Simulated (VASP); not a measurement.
Wanted: the native input for a VASP 6.6.1 run.

- Task: single point
- Functional: PBEsol
- Potentials or basis: VASP PAW PBE potentials, release 64 (Al, N)
- Cutoff: 520 eV
- k mesh: 6 × 6 × 6
- Occupations: gaussian, width 0.05 eV
- Spin: no spin polarisation
- Dipole correction: no
- Further INCAR settings: ALGO = Normal; EDIFF = 1e-06; NBANDS = 26

The structure of AlN lies in POSCAR:

```
AlN
1.0
    4.3771405283      0.0000000000      0.0000000000
    0.0000000000     -4.3771405283      0.0000000000
    0.0000000000      0.0000000000     -4.3771405283
Al N
4 4
Direct
   -0.1017735824     -0.0575718322     -0.1017735824
    0.5000000000      0.5000000000      0.0000000000
    0.5000000000      0.0000000000      0.5000000000
    0.0000000000      0.5000000000      0.5000000000
    0.7500000000      0.7500000000      0.7500000000
    0.2500000000      0.2500000000      0.7500000000
    0.2500000000      0.7500000000      0.2500000000
    0.7500000000      0.2500000000      0.2500000000
```

This cell differs from its parent crystal: atom 1 (Al) moved by -0.630 Å along [1 1 0] and +0.252 Å along [0 0 1].

The input as run:

INCAR

```
  PREC = Accurate
  ENCUT = 520
  EDIFF = 1E-6
  ISMEAR = 0
  SIGMA = 0.05
  LREAL = F
  LASPH = T
  NELM = 60
  ALGO = Normal
  ISIF = 2
  LWAVE = F
  LCHARG = F
  GGA = PS
  NBANDS = 26
```

KPOINTS

```
Automatic mesh
0
Gamma
  6 6 6
```

Potentials or basis: VASP PAW PBE potentials, release 64 (Al, N).

The run is started by

```console
$ cat potpaw_PBE.64/Al/POTCAR potpaw_PBE.64/N/POTCAR > POTCAR
$ mpirun -np 1 vasp_std > vasp.out
```

Results of the run:

```
Pressure               : 34.4 GPa
Largest force          : 54.482 eV/Å
Band gap on the k mesh : 1.06 eV (least direct gap 1.23 eV)
```

Caveat: the cell differs from its parent crystal (atom 1 (Al) moved by -0.630 Å along [1 1 0] and +0.252 Å along [0 0 1]); atoms lie so close that the PAW spheres overlap strongly, which falsifies energies and pressures; the cell stands under pressure; the PAW data sets were made with another functional, which shifts forces and pressure a little.

Run time: 86 s on 1 thread of AMD EPYC 9R45 96-Core Processor (Zen 5) (shared host), peak memory 0.23 GiB.
